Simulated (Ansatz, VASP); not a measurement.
**C in VASP and in Ansatz**

```xyz
8
Lattice="2.5181 0.0000 0.0000 -1.2590 2.1807 0.0000 0.0000 0.0000 8.3047" Properties=species:S:1:pos:R:3 pbc="T T T"
C    -0.0696    0.0000    0.7721
C     0.0696    0.0000    4.9245
C     0.0696    0.0000    3.3802
C    -0.0696    0.0000    7.5326
C    -0.0570    1.4538    1.2916
C     1.3160    0.7269    5.4440
C     0.0570    1.4538    2.8607
C     1.2020    0.7269    7.0131
```

Change from the starting cell: mode 4 frozen in at -0.070 Å and mode 5 at +0.000 Å (largest displacements).

Alike in both runs: task single point; functional PBE; k mesh 12 × 12 × 4; occupations gaussian, width 0.05 eV; no spin polarisation.

```csv
,VASP,Ansatz
version,VASP 6.6.1,Ansatz 0.2.0
potentials or method,"VASP PAW PBE potentials, release 64 (C), cutoff 520 eV","scalar-relativistic, plane waves, PAW"
valence electrons in the cell,32,32
```

|  | VASP | Ansatz | Ansatz less VASP |
| --- | --- | --- | --- |
| gap on the k mesh at the Fermi level (eV) | 4.54 | 4.55 | +0.010 |
| least direct gap on the mesh (eV) | 5.30 | 5.31 | +0.007 |
| pressure (GPa) | 0.7 | 0.1 | -0.62 |
| traceless stress, the component that is largest in VASP (GPa) | -0.38 | -0.40 | -0.020 |
| rms of the force components (eV/Å) | 0.247 | 0.247 | +0.0001 |

Atom by atom the forces differ by 0.004 eV/Å (rms over components). The functional is the same, so the differences come from potentials, cutoffs and numerics.
